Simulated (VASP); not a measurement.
# K2Be2Pt (P6/mmm) in VASP: notebook, part 3 of 3

VASP 6.6.1.

## Step 6: Relaxation of cell and atoms, PBE

This run uses another cell than the first one, of 32.62 Å³/atom.

File INCAR:

```
SYSTEM = K2Be2Pt
ALGO = Fast
EDIFF = 1E-6
EDIFFG = -0.01
ENCUT = 600
GGA = PE
IBRION = 2
ISIF = 3
ISMEAR = 0
LASPH = .True.
LCHARG = .False.
LREAL = .False.
LWAVE = .False.
NELM = 100
NSW = 100
PREC = Accurate
SIGMA = 0.1
```

File KPOINTS:

```
k-points
0
Gamma
  12 12 6
  0 0 0
```

File POSCAR:

```
K2Be2Pt
1.0
    5.3017990500      0.0000000000      0.0000000000
   -2.6508995250      4.5914926631      0.0000000000
    0.0000000000      0.0000000000      6.7000198543
K Be Pt
2 2 1
Direct
    0.3333333333      0.6666666667      0.5000000000
    0.6666666667      0.3333333333      0.5000000000
    0.3333333333      0.6666666667      0.0000000000
    0.6666666667      0.3333333333      0.0000000000
    0.0000000000      0.0000000000      0.5000000000
```

Potentials or basis: VASP PAW PBE potentials, release 64 (K_sv, Be, Pt).

Run with:

```bash
cat potpaw_PBE.64/K_sv/POTCAR potpaw_PBE.64/Be/POTCAR potpaw_PBE.64/Pt/POTCAR > POTCAR
mpirun -np 1 vasp_std > vasp.out
```

OUTCAR:

```text
SYSTEM = K2Be2Pt
   EDIFF = 1E-6
   EDIFFG = -0.01
   ENCUT = 600
   GGA = PE
   IBRION = 2
   ISIF = 3
   ISMEAR = 0
   LASPH = .True.
   LREAL = .False.
   NELM = 100
   NSW = 100
   PREC = Accurate

 ion  position               nearest neighbor table
   1  0.333  0.667  0.500-   2 3.06   5 3.06   2 3.06   5 3.06   5 3.06   2 3.06
   2  0.667  0.333  0.500-   1 3.06   5 3.06   1 3.06   5 3.06   5 3.06   1 3.06
   3  0.333  0.667  0.000-
   4  0.667  0.333  0.000-
   5  0.000  0.000  0.500-   1 3.06   2 3.06   2 3.06   1 3.06   2 3.06   1 3.06

  LATTYP: Found a hexagonal cell.
 ALAT       =     5.3017990500
 C/A-ratio  =     1.2637257261

  Lattice vectors:

 A1 = (   5.3017990500,   0.0000000000,   0.0000000000)
 A2 = (  -2.6508995250,   4.5914926631,   0.0000000000)
 A3 = (   0.0000000000,   0.0000000000,   6.7000198543)

Analysis of symmetry for initial positions (statically):
=====================================================================
 Subroutine PRICEL returns:
 Original cell was already a primitive cell.

 Routine SETGRP: Setting up the symmetry group for a
 hexagonal supercell.

 Subroutine GETGRP returns: Found 24 space group operations
 (whereof 24 operations were pure point group operations)
 out of a pool of 24 trial point group operations.

The static configuration has the point symmetry D_6h.

Analysis of symmetry for dynamics (positions and initial velocities):
=====================================================================
 Subroutine PRICEL returns:
 Original cell was already a primitive cell.

 Routine SETGRP: Setting up the symmetry group for a
 hexagonal supercell.

 Subroutine GETGRP returns: Found 24 space group operations
 (whereof 24 operations were pure point group operations)
 out of a pool of 24 trial point group operations.

The dynamic configuration has the point symmetry D_6h.

[... 129 lines left out ...]
   GGA     = PE    functional components
   LHFCALC =     F    Hartree Fock is set to
   AEXX    =    0.0000 exact exchange contribution
   IVDW    =     0    specifies the selected vdW correction
   LEPSILON=     F    determine dielectric tensor
   LRPA    =     F    only Hartree local field effects (RPA)
 conjugate gradient relaxation of ions
 non-spin polarized calculation
 RMM-DIIS sequential band-by-band and
 Gauss-broadening in eV      SIGMA  =   0.10
  energy-cutoff  :      600.00
  volume of cell :      163.10
 maximum number of plane-waves:      5487
   NGX = 21   NGY = 21   NGZ = 27

--------------------------------------- Ionic step        1  -------------------------------------------

 number of electron      32.0000002 magnetization

 Free energy of the ion-electron system (eV)
  ---------------------------------------------------
  ext. energy  EPLUGINS =         0.00000000
  ---------------------------------------------------
  free energy    TOTEN  =        -8.62611313 eV

  energy without entropy =       -8.61904054  energy(sigma->0) =       -8.62257684

------------------------ aborting loop because EDIFF is reached ----------------------------------------

  FORCE on cell =-STRESS in cart. coord.  units (eV):
  Direction    XX          YY          ZZ          XY          YZ          ZX
  --------------------------------------------------------------------------------------
  -------------------------------------------------------------------------------------
  Total       -0.1675419     -0.1675419     -0.0270288      0.0000000      0.0000000      0.0000000
  in kB       -1.6458138     -1.6458138     -0.2655119      0.0000000      0.0000000      0.0000000
  external PRESSURE =      -1.1857131 kB  Pullay stress =       0.0000000 kB
[... 65 lines left out ...]
--------------------------------------- Ionic step        3  -------------------------------------------

 number of electron      32.0000003 magnetization

 Free energy of the ion-electron system (eV)
  ---------------------------------------------------
  ext. energy  EPLUGINS =         0.00000000
  ---------------------------------------------------
  free energy    TOTEN  =        -8.62670027 eV

  energy without entropy =       -8.61958713  energy(sigma->0) =       -8.62314370

 E-fermi :   0.5353     XC(G=0):  -7.4558

 val. band max:        0.5247004234   @ k =   0.4167   0.1667   0.5000
 cond. band min:       0.5652348322   @ k =   0.0000   0.0000   0.0000
 fundamental gap:      0.0405344088
 Fermi energy:         0.5352822367

 k-point     1 :       0.0000    0.0000    0.0000
  band No.  band energies     occupation
      1     -30.2271      2.00000
      2     -29.9270      2.00000
      3     -14.1105      2.00000
      4     -14.1105      2.00000
      5     -13.7667      2.00000
      6     -13.4591      2.00000
[... 541 lines left out ...]
     19       2.6553      0.00000
     20       2.9531      0.00000

 [... further k-points ...]

------------------------ aborting loop because EDIFF is reached ----------------------------------------

  FORCE on cell =-STRESS in cart. coord.  units (eV):
  Direction    XX          YY          ZZ          XY          YZ          ZX
  --------------------------------------------------------------------------------------
  -------------------------------------------------------------------------------------
  Total       -0.0091379     -0.0091379     -0.0240440      0.0000000     -0.0000000      0.0000000
  in kB       -0.0903857     -0.0903857     -0.2378273      0.0000000     -0.0000000      0.0000000
  external PRESSURE =      -0.1395329 kB  Pullay stress =       0.0000000 kB
[... 20 lines left out ...]
  FREE ENERGIE OF THE ION-ELECTRON SYSTEM (eV)
  ---------------------------------------------------
  free  energy   TOTEN  =        -8.6267002734 eV

  energy  without entropy=       -8.6195871329  energy(sigma->0) =       -8.62314370

 reached required accuracy - stopping structural energy minimisation
```

OSZICAR:

```text
N       E                     dE             d eps       ncg     rms          rms(c)
DAV:   1     0.219884174083E+03    0.21988E+03   -0.14740E+04  3040   0.150E+03
DAV:   2     0.122670848209E+02   -0.20762E+03   -0.19562E+03  3644   0.345E+02
DAV:   3    -0.814503746583E+01   -0.20412E+02   -0.19664E+02  4792   0.906E+01
[... 36 lines left out ...]
RMM:   5    -0.862668616005E+01    0.67164E-05   -0.11508E-04  3700   0.753E-02    0.386E-02
RMM:   6    -0.862669392671E+01   -0.77667E-05   -0.76556E-05  3860   0.447E-02    0.167E-02
RMM:   7    -0.862669749093E+01   -0.35642E-05   -0.16016E-05  3625   0.255E-02    0.313E-03
RMM:   8    -0.862669978318E+01   -0.22923E-05   -0.70520E-06  2791   0.127E-02    0.374E-03
RMM:   9    -0.862670027339E+01   -0.49021E-06   -0.17866E-06  2130   0.951E-03
   3 F= -.86267003E+01 E0= -.86231437E+01  d E =-.587139E-03
```

CONTCAR:

```text
K2Be2Pt
   1.00000000000000
     5.2848891817261077    0.0000000000000000    0.0000000000000000
    -2.6424445908630538    4.5768482875997814   -0.0000000000000000
     0.0000000000000000    0.0000000000000000    6.6965724167181451
  K               Be              Pt
     2     2     1
Direct
     0.3333333332999970    0.6666666667000030    0.5000000000000000
     0.6666666667000030    0.3333333332999970    0.5000000000000000
     0.3333333332999970    0.6666666667000030    0.0000000000000000
     0.6666666667000030    0.3333333332999970    0.0000000000000000
     0.0000000000000000    0.0000000000000000    0.5000000000000000

  0.00000000E+00  0.00000000E+00  0.00000000E+00
  0.00000000E+00  0.00000000E+00  0.00000000E+00
  0.00000000E+00  0.00000000E+00  0.00000000E+00
  0.00000000E+00  0.00000000E+00  0.00000000E+00
  0.00000000E+00  0.00000000E+00  0.00000000E+00
```

Run time: 20 min. Hardware: 1 thread of Intel Xeon Platinum 8259CL at 2.50GHz (Skylake/Cascade Lake), shared host; peak memory 0.56 GiB.

What came out:

- Free energy: -8.6267 eV
- Relaxed volume: 32.40 Å³/atom
- Relaxed cell: a = 5.285 Å, b = 5.285 Å, c = 6.697 Å, α = 90.00°, β = 90.00°, γ = 120.00°
- Space group after relaxing (to 0.1 Å): P6/mmm (No. 191)
- Energy gained by relaxing: 0.1 meV/atom
- Ionic steps: 3
- Pressure after relaxing: 0.0 GPa
- Band gap on the k mesh: zero (bands 16 and 17 overlap by 1.48 eV)

The path:
| step | energy change (eV) | largest force (eV/Å) | pressure (GPa) | volume (Å³) |
| --- | --- | --- | --- | --- |
| 1 | 0.0000 | 0.0000 | -0.12 | 163.10 |
| 2 | -0.0004 | 0.0000 | -0.07 | 162.53 |
| 3 | -0.0006 | 0.0000 | -0.01 | 161.98 |

Final structure:
```
CELL_PARAMETERS angstrom
5.28489 0.00000 0.00000
-2.64244 4.57685 0.00000
0.00000 0.00000 6.69657
ATOMIC_POSITIONS crystal
K 0.33333 0.66667 0.50000
K 0.66667 0.33333 0.50000
Be 0.33333 0.66667 0.00000
Be 0.66667 0.33333 0.00000
Pt 0.00000 0.00000 0.50000
```

Levels at points of the mesh, in eV from the Fermi level:
```tsv
k point	band 14	band 15	band 16	band 17	band 18	band 19
(0.00, 0.00, 0.00)	-0.83	-0.44	0.03	1.08	1.13	1.13
(0.50, 0.00, 0.00)	-0.95	-0.93	-0.45	0.42	1.41	1.52
(0.00, 0.00, 0.50)	-0.82	-0.82	0.98	0.99	0.99	1.35
(0.50, 0.00, 0.50)	-1.00	-0.71	-0.64	0.16	0.57	1.80
```

Caveat: spin-orbit coupling is left out, which moves the levels of the heavy elements.

## Step 7: The runs side by side

```tsv
task	cell	k mesh	cutoff (eV)	gap on the mesh (eV)	pressure (GPa)	relaxed volume (Å³/atom)
single point	a = 5.306, b = 5.306, c = 4.790 Å, angles 90.0, 90.0, 120.0°, 5 atoms	6 × 6 × 4	520	none	6.0	-
single point	a = 5.302, b = 5.302, c = 6.700 Å, angles 90.0, 90.0, 120.0°, 5 atoms	6 × 6 × 4	520	none	0.1	-
relaxation of cell and atoms	relaxed from a = 5.306, b = 5.306, c = 4.790 Å, angles 90.0, 90.0, 120.0°, 5 atoms	6 × 6 × 4	600	none	0.0	32.59
single point	a = 5.271, b = 5.271, c = 6.688 Å, angles 90.0, 90.0, 120.0°, 5 atoms	12 × 12 × 6	520	none	0.0	-
relaxation of cell and atoms	relaxed from a = 5.302, b = 5.302, c = 6.700 Å, angles 90.0, 90.0, 120.0°, 5 atoms	12 × 12 × 6	600	none	0.0	32.40
```

Alike in all rows: level PBE; potentials or basis VASP PAW PBE potentials, release 64 (K_sv, Be, Pt); no spin polarisation; smearing gaussian 0.1 eV.

Caveats: spin-orbit coupling is left out, which moves the levels of the heavy elements; the stress differs along the axes, from -2 to 21 GPa (at least some runs); the volume moved by over 15 % at a fixed basis, so the end points are rough (at least some runs).

Total energies depend on the potentials used, so only differences within one code and one set of settings carry meaning.

The gap in the log of VASP goes by the Fermi energy; the results here count the filled bands.